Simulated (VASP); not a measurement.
# Al2Ru (I4/mmm) in VASP: single point with LDA

Aim: the single point of Al2Ru with LDA.

Everything below comes from runs of VASP 6.6.1. Logs are shortened: lines on timing, memory, paths and dates and some standing lists are left out, and cuts for length are marked.

### Step 1. The cell of the first run

The structure is tetragonal, space group I4/mmm (No. 139). The conventional cell has a = 2.816 Å, b = 2.816 Å, c = 7.587 Å, α = 90.00°, β = 90.00°, γ = 90.00°. Al (site symmetry 4mm) has 5 Ru at 2.33 to 2.59 Å and 9 Al at 2.41 to 2.82 Å within 3.1 Å. Ru (site symmetry 4/mmm) has 10 Al at 2.33 to 2.59 Å and 4 Ru at 2.82 Å within 3.1 Å.

### Step 2. Single point, LDA, collinear spin, ferromagnetic start (10.02 Å³/atom)

INCAR

```
SYSTEM = Al2Ru
PREC     = Accurate       ! precision mode
ENCUT    = 520            ! plane-wave cutoff, eV
EDIFF    = 1E-6           ! SCF threshold, eV
ISMEAR   = 0              ! smearing method
SIGMA    = 0.15           ! smearing width, eV
LREAL    = .False.        ! projectors in reciprocal space
LASPH    = .True.         ! aspherical terms in the spheres
NELM     = 150            ! most SCF steps
ALGO     = Normal         ! electronic algorithm
ISIF     = 2              ! what is computed and relaxed
LWAVE    = .False.        ! write WAVECAR
LCHARG   = .False.        ! write CHGCAR
ISPIN    = 2              ! spin polarisation
MAGMOM   = 0 0 0.375      ! initial moments
LORBIT   = 11             ! projections on sites
NUPDOWN  = 0.375          ! fixed moment
LMAXMIX  = 4              ! l up to which the mixer works
NBANDS   = 21             ! bands
```

KPOINTS

```
Automatic mesh
0
Gamma
  20 20 20
  0 0 0
```

POSCAR

```
Al2Ru
1.0
   -1.4077682916      1.4077682916      3.7934989081
    1.4077682916     -1.4077682916      3.7934989081
    1.4077682916      1.4077682916     -3.7934989081
Al Ru
2 1
Direct
    0.6590860915      0.6590860915      0.0000000000
    0.3409139085      0.3409139085      0.0000000000
    0.0000000000      0.0000000000      0.0000000000
```

Potentials or basis: VASP PAW LDA potentials, release 64 (Al, Ru_pv).

On the command line:

```bash
$ cat potpaw_LDA.64/Al/POTCAR potpaw_LDA.64/Ru_pv/POTCAR > POTCAR
$ mpirun -np 1 vasp_std > vasp.out
```

OUTCAR:

```text
SYSTEM = Al2Ru
   PREC = Accurate
   ENCUT = 520
   EDIFF = 1E-6
   ISMEAR = 0
   LREAL = .False.
   LASPH = .True.
   NELM = 150
   ISIF = 2
   ISPIN = 2
   LORBIT = 11
   NUPDOWN = 0.375

 ion  position               nearest neighbor table
   1  0.659  0.659  0.000-   3 2.33   3 2.33   3 2.33   3 2.33   2 2.41   2 2.42   2 2.42   2 2.42
                             2 2.42   3 2.59
   2  0.341  0.341  0.000-   3 2.33   3 2.33   3 2.33   3 2.33   1 2.41   1 2.42   1 2.42   1 2.42
                             1 2.42   3 2.59
   3  0.000  0.000  0.000-   1 2.33   1 2.33   1 2.33   2 2.33   1 2.33   2 2.33   2 2.33   2 2.33
                             1 2.59   2 2.59

  LATTYP: Found a body centered tetragonal cell.
 ALAT       =     2.8155365832
 C/A-ratio  =     2.6946898369

  Lattice vectors:

 A1 = (  -1.4077682916,   1.4077682916,   3.7934989081)
 A2 = (   1.4077682916,  -1.4077682916,   3.7934989081)
 A3 = (   1.4077682916,   1.4077682916,  -3.7934989081)

Analysis of symmetry for initial positions (statically):
=====================================================================
 Subroutine PRICEL returns:
 Original cell was already a primitive cell.

 Routine SETGRP: Setting up the symmetry group for a
 body centered tetragonal supercell.

 Subroutine GETGRP returns: Found 16 space group operations
 (whereof 16 operations were pure point group operations)
 out of a pool of 16 trial point group operations.

The static configuration has the point symmetry D_4h.

Analysis of symmetry for dynamics (positions and initial velocities):
=====================================================================
 Subroutine PRICEL returns:
 Original cell was already a primitive cell.

 Routine SETGRP: Setting up the symmetry group for a
 body centered tetragonal supercell.

 Subroutine GETGRP returns: Found 16 space group operations
 (whereof 16 operations were pure point group operations)
 out of a pool of 16 trial point group operations.

The dynamic configuration has the point symmetry D_4h.

Analysis of structural, dynamic, and magnetic symmetry:
=====================================================================
 Subroutine PRICEL returns:
 Original cell was already a primitive cell.

 Routine SETGRP: Setting up the symmetry group for a
 body centered tetragonal supercell.

 Subroutine GETGRP returns: Found 16 space group operations
 (whereof 16 operations were pure point group operations)
 out of a pool of 16 trial point group operations.

The overall configuration has the point symmetry D_4h.

 Subroutine INISYM returns: Found 16 space group operations
 (whereof 16 operations are pure point group operations),
 and found     1 'primitive' translations

----------------------------------------------------------------------------------------

                                     Primitive cell

  volume of cell :      30.0720

  direct lattice vectors                    reciprocal lattice vectors
    -1.407768292  1.407768292  3.793498908     0.000000000  0.355172085  0.131804440
     1.407768292 -1.407768292  3.793498908     0.355172085  0.000000000  0.131804440
     1.407768292  1.407768292 -3.793498908     0.355172085  0.355172085  0.000000000

  length of vectors
     4.284186865  4.284186865  4.284186865     0.378839835  0.378839835  0.502289180

  position of ions in fractional coordinates (direct lattice)
     0.659086092  0.659086092  0.000000000
     0.340913908  0.340913908  0.000000000
     0.000000000  0.000000000  0.000000000

  ion indices of the primitive-cell ions
   primitive index   ion index
                 1           1
                 2           2
                 3           3

----------------------------------------------------------------------------------------

 KPOINTS: Automatic mesh

Automatic generation of k-mesh.
 Grid dimensions read from file:
 generate k-points for:   20   20   20

 Generating k-lattice:

  Cartesian coordinates                     Fractional coordinates (reciprocal lattice)
     0.000000000  0.017758604  0.006590222     0.050000000  0.000000000  0.000000000
     0.017758604  0.000000000  0.006590222     0.000000000  0.050000000  0.000000000
     0.017758604  0.017758604  0.000000000     0.000000000  0.000000000  0.050000000

  Length of vectors
     0.018941992  0.018941992  0.025114459

  Shift w.r.t. Gamma in fractional coordinates (k-lattice)
     0.000000000  0.000000000  0.000000000

 Subroutine IBZKPT returns following result:
 ===========================================

 Found    641 irreducible k-points:

 Following reciprocal coordinates:
            Coordinates               Weight
  0.000000  0.000000  0.000000      1.000000
  0.050000 -0.000000  0.000000      8.000000
  0.100000 -0.000000  0.000000      8.000000
  0.150000 -0.000000  0.000000      8.000000
  0.200000 -0.000000  0.000000      8.000000
  0.250000  0.000000 -0.000000      8.000000
[... 16 lines left out ...]
 -0.400000  0.050000  0.000000     16.000000
 -0.350000  0.050000 -0.000000     16.000000
 [... further k-points ...]
   k-points           NKPTS =    641   k-points in BZ     NKDIM =    641   number of bands    NBANDS=     21
   number of dos      NEDOS =    301   number of ions     NIONS =      3
   total plane-waves  NPLWV =  32768
   dimension x,y,z NGX =    32 NGY =   32 NGZ =   32
   dimension x,y,z NGXF=    64 NGYF=   64 NGZF=   64
   ions per type =               2   1
   NGX,Y,Z   is equivalent  to a cutoff of  12.42, 12.42, 12.42 a.u.
   NGXF,Y,Z  is equivalent  to a cutoff of  24.83, 24.83, 24.83 a.u.
 SYSTEM =  Al2Ru
   PREC   = accura    normal or accurate (medium, high low for compatibility)
   ISTART =      0    job   : 0-new  1-cont  2-samecut
   ICHARG =      2    charge: 1-file 2-atom 10-const
   ISPIN  =      2    spin polarized calculation?
   LNONCOLLINEAR =      F non collinear calculations
   LSORBIT =      F    spin-orbit coupling
   LASPH  =      T    aspherical Exc in radial PAW
   ENCUT  =  520.0 eV  38.22 Ry    6.18 a.u.   7.97  7.97  7.97*2*pi/ulx,y,z
   NELM   =    150;   NELMIN=  2; NELMDL= -5     # of ELM steps
   EDIFF  = 0.1E-05   stopping-criterion for ELM
   LREAL  =      F    real-space projection
[... 7 lines left out ...]
   TEBEG  =    0.0;   TEEND  =   0.0 temperature during run
   PSTRESS=    0.0 pullay stress
   NELECT =      20.0000    total number of electrons
   NUPDOWN=       0.3750    fix difference up-down
   EMIN   =  10.00;   EMAX   =-10.00  energy-range for DOS
   EFERMI =   0.00;   METHOD = LEGACY
   ISMEAR =     0;   SIGMA  =   0.15  broadening in eV -4-tet -1-fermi 0-gaus
   EFERMI_NEDOS =   21; number of points for ismear=-14 and -15
   IALGO  =     38    algorithm
   IMIX   =      4    mixing-type and parameters
     AMIX     =   0.40;   BMIX     =  1.00
     AMIX_MAG =   1.60;   BMIX_MAG =  1.00
  volume/ion in A,a.u.               =      10.02        67.65
  Fermi-wavevector in a.u.,A,eV,Ry     =   1.428995  2.700409 27.783462  2.042027
  Thomas-Fermi vector in A             =   2.548997
   LORBIT       =     11    0 simple, 1 ext, 2 COOP (PROOUT), +10 PAW based schemes
   GGA     = CA    functional components
   LHFCALC =     F    Hartree Fock is set to
   AEXX    =    0.0000 exact exchange contribution
   IVDW    =     0    specifies the selected vdW correction
   LEPSILON=     F    determine dielectric tensor
   LRPA    =     F    only Hartree local field effects (RPA)
 spin polarized calculation
 Gauss-broadening in eV      SIGMA  =   0.15
  energy-cutoff  :      520.00
  volume of cell :       30.07
 maximum number of plane-waves:       858
   NGX = 15   NGY = 15   NGZ = 15

 number of electron      19.9999999 magnetization       0.3750000

 Free energy of the ion-electron system (eV)
  ---------------------------------------------------
  ext. energy  EPLUGINS =         0.00000000
  ---------------------------------------------------
  free energy    TOTEN  =       -18.40357272 eV

  energy without entropy =      -18.39470800  energy(sigma->0) =      -18.39914036

 E-fermi :  14.6404     XC(G=0): -13.6630

 val. band max:       16.0310281443   @ k =  -0.3000   0.5000   0.0500
 cond. band min:      14.6503681275   @ k =  -0.4000   0.2500  -0.0000
 fundamental gap:     -1.3806600167
 Fermi energy:        16.0311132016

 spin component 1

 k-point     1 :       0.0000    0.0000    0.0000
  band No.  band energies     occupation
      1     -27.5187      1.00000
      2     -27.4040      1.00000
      3     -27.4040      1.00000
      4       2.0853      1.00000
      5       7.7978      1.00000
      6       9.4756      1.00000
[... 13 lines left out ...]
     20      30.7374      0.00000
     21      34.2469      0.00000

 k-point     2 :       0.0500   -0.0000    0.0000
  band No.  band energies     occupation
      1     -27.5176      1.00000
      2     -27.4149      1.00000
      3     -27.4031      1.00000
      4       2.1457      1.00000
      5       7.8379      1.00000
      6       9.5076      1.00000
[... 13 lines left out ...]
     20      30.9282      0.00000
     21      33.6164      0.00000

 k-point     3 :       0.1000   -0.0000    0.0000
  band No.  band energies     occupation
      1     -27.5144      1.00000
      2     -27.4465      1.00000
      3     -27.4003      1.00000
      4       2.3255      1.00000
      5       7.9526      1.00000
      6       9.6007      1.00000
[... 13 lines left out ...]
     20      31.5571      0.00000
     21      32.5114      0.00000
[... 457 lines left out ...]
 k-point    23 :      -0.4000    0.0500    0.0000
  band No.  band energies     occupation
      1     -27.7957      1.00000
      2     -27.4766      1.00000
      3     -27.3792      1.00000
      4       5.3451      1.00000
      5       8.1466      1.00000
      6       9.3588      1.00000
[... 13 lines left out ...]
     20      30.2850      0.00000
     21      31.3157      0.00000

 k-point    24 :      -0.3500    0.0500   -0.0000
  band No.  band energies     occupation
      1     -27.7488      1.00000
      2     -27.4815      1.00000
      3     -27.3836      1.00000
      4       4.6908      1.00000
      5       8.4853      1.00000
      6       9.4214      1.00000
[... 13 lines left out ...]
     20      31.1605      0.00000
     21      31.8292      0.00000

 [... further k-points ...]

 spin component 2

 k-point     1 :       0.0000    0.0000    0.0000
  band No.  band energies     occupation
      1     -27.4340      1.00000
      2     -27.2871      1.00000
      3     -27.2871      1.00000
      4       2.2142      1.00000
      5       7.9038      1.00000
      6       9.6133      1.00000
[... 13 lines left out ...]
     20      30.8096      0.00000
     21      34.4095      0.00000

 k-point     2 :       0.0500   -0.0000    0.0000
  band No.  band energies     occupation
      1     -27.4330      1.00000
      2     -27.2980      1.00000
      3     -27.2862      1.00000
      4       2.2748      1.00000
      5       7.9436      1.00000
      6       9.6451      1.00000
[... 13 lines left out ...]
     20      31.0102      0.00000
     21      33.7761      0.00000

 k-point     3 :       0.1000   -0.0000    0.0000
  band No.  band energies     occupation
      1     -27.4298      1.00000
      2     -27.3296      1.00000
      3     -27.2834      1.00000
      4       2.4551      1.00000
      5       8.0577      1.00000
      6       9.7375      1.00000
[... 13 lines left out ...]
     20      31.6483      0.00000
     21      32.6703      0.00000
[... 457 lines left out ...]
 k-point    23 :      -0.4000    0.0500    0.0000
  band No.  band energies     occupation
      1     -27.6791      1.00000
      2     -27.3920      1.00000
      3     -27.2621      1.00000
      4       5.4816      1.00000
      5       8.2565      1.00000
      6       9.4793      1.00000
[... 13 lines left out ...]
     20      30.3954      0.00000
     21      31.4411      0.00000

 k-point    24 :      -0.3500    0.0500   -0.0000
  band No.  band energies     occupation
      1     -27.6322      1.00000
      2     -27.3969      1.00000
      3     -27.2665      1.00000
      4       4.8263      1.00000
      5       8.5870      1.00000
      6       9.5477      1.00000
[... 13 lines left out ...]
     20      31.2747      0.00000
     21      31.9506      0.00000

 [... further k-points ...]
[... 5 lines left out ...]
  --------------------------------------------------------------------------------------
  -------------------------------------------------------------------------------------
  Total       19.3957367     19.3957367     19.6342837      0.0000000     -0.0000000      0.0000000
  in kB     1033.3669082   1033.3669082   1046.0762261      0.0000000     -0.0000000      0.0000000
  external PRESSURE =    1037.6033475 kB  Pullay stress =       0.0000000 kB

 VOLUME and BASIS-vectors are now :
 -----------------------------------------------------------------------------
  energy-cutoff  :      520.00
  volume of cell :       30.07
      direct lattice vectors                 reciprocal lattice vectors
    -1.407768292  1.407768292  3.793498908     0.000000000  0.355172085  0.131804440
     1.407768292 -1.407768292  3.793498908     0.355172085  0.000000000  0.131804440
     1.407768292  1.407768292 -3.793498908     0.355172085  0.355172085  0.000000000

 POSITION                                       TOTAL-FORCE (eV/Angst)
 -----------------------------------------------------------------------------------
      0.00000      0.00000      5.00048        -0.000000     -0.000000      1.408428
      0.00000      0.00000      2.58651         0.000000      0.000000     -1.408428
      0.00000      0.00000      0.00000        -0.000000     -0.000000      0.000000
 -----------------------------------------------------------------------------------
    total drift:                                0.000000     -0.000000     -0.000000

  FREE ENERGIE OF THE ION-ELECTRON SYSTEM (eV)
  ---------------------------------------------------
  free  energy   TOTEN  =       -18.4035727190 eV

  energy  without entropy=      -18.3947079999  energy(sigma->0) =      -18.39914036

 total charge

# of ion       s       p       d       tot
------------------------------------------
    1        0.459   0.597   0.000   1.056
    2        0.459   0.597   0.000   1.056
    3        0.454   6.479   6.627  13.560
--------------------------------------------------
tot          1.372   7.674   6.627  15.673

 magnetization (x)

# of ion       s       p       d       tot
------------------------------------------
    1        0.007   0.024   0.000   0.031
    2        0.007   0.024   0.000   0.031
    3        0.003   0.028   0.134   0.165
--------------------------------------------------
tot          0.017   0.076   0.134   0.228
```

It took 15 min on 1 thread of Oxide Virtual Turin-like, shared host; peak memory 0.61 GiB.

Results:

| Item | Value |
| --- | --- |
| Free energy | -18.4036 eV |
| Pressure | 103.8 GPa |
| Largest force | 1.408 eV/Å |
| Net moment | 0.38 μB per cell |
| Site moments | Al +0.03; Ru +0.17 μB |
| Valence electrons inside the program's atomic spheres | Al 1.06; Ru 13.56 |

Forces in eV/Å, atoms in the order of the input:
```
Al   0.000  0.000  1.408
Al   0.000  0.000 -1.408
Ru   0.000  0.000  0.000
```

Caveat: the cell stands under pressure; the total moment is fixed, so each spin has its own Fermi level and the state may be an excited one; forces of over 1 eV/Å act on the atoms, so gaps and moduli don't describe the material at rest.
